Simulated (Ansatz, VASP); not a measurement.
One calculation of Pd, two programs

The input INCAR:

```
PREC = Accurate
ENCUT = 520
EDIFF = 1E-6
ISMEAR = -1
SIGMA = 0.05
LREAL = F
LASPH = T
NELM = 100
ALGO = Normal
ISIF = 2
LWAVE = F
LCHARG = T
GGA = CA
LELF = T
LVHAR = T
NBANDS = 11
```

The input KPOINTS:

```
Automatic mesh
0
Gamma
  18 18 18
```

The input POSCAR:

```
Pd
1.0
    0.0000000000      1.9383952691      1.9383952691
    1.9383952691      0.0000000000      1.9383952691
    1.9383952691      1.9383952691      0.0000000000
Pd
1
Direct
    0.0000000000      0.0000000000      0.0000000000
```

Input for Ansatz:

```yaml
crystal:
  lattice:
    - [0.0, 1.9383952691, 1.9383952691]
    - [1.9383952691, 0.0, 1.9383952691]
    - [1.9383952691, 1.9383952691, 0.0]
  atoms:
    - { symbol: Pd, position: [0.0, 0.0, 0.0] }
kpoints:
  mp_grid: { grid: [18, 18, 18] }
  band_path:
    path:
      - [0.0, 0.0, 0.0]
      - [0.5, 0.0, 0.5]
      - [0.625, 0.25, 0.625]
      - [0.375, 0.375, 0.75]
      - [0.0, 0.0, 0.0]
      - [0.5, 0.5, 0.5]
      - [0.5, 0.25, 0.75]
      - [0.5, 0.0, 0.5]
    npoints: 5
scf:
  occupations: { method: fermi_dirac, width: 0.05 }
hamiltonian:
  xc: lda
  pseudopotentials: { kind: all_electron, lapw: { basis_error: 0.00025 } }
output:
  forces: true
  stress: true
  eigenvalues: true
```

Change from the starting cell: volume scaled by 0.99.

Alike in both runs: task single point; functional LDA; k mesh 18 × 18 × 18; occupations fermi-dirac, width 0.05 eV; no spin polarisation.

```csv
,VASP,Ansatz
version,VASP 6.6.1,Ansatz 0.2.0
potentials or method,"VASP PAW LDA potentials, release 64 (Pd), cutoff 520 eV","all-electron LAPW, scalar-relativistic"
```

```csv
,VASP,Ansatz,Ansatz less VASP
pressure (GPa),-5.9,-6.2,-0.28
```

LDA's correlation is that of Perdew and Zunger in VASP and of Perdew and Wang (1992) in Ansatz. Ansatz ran all-electron here, and VASP with PAW potentials.
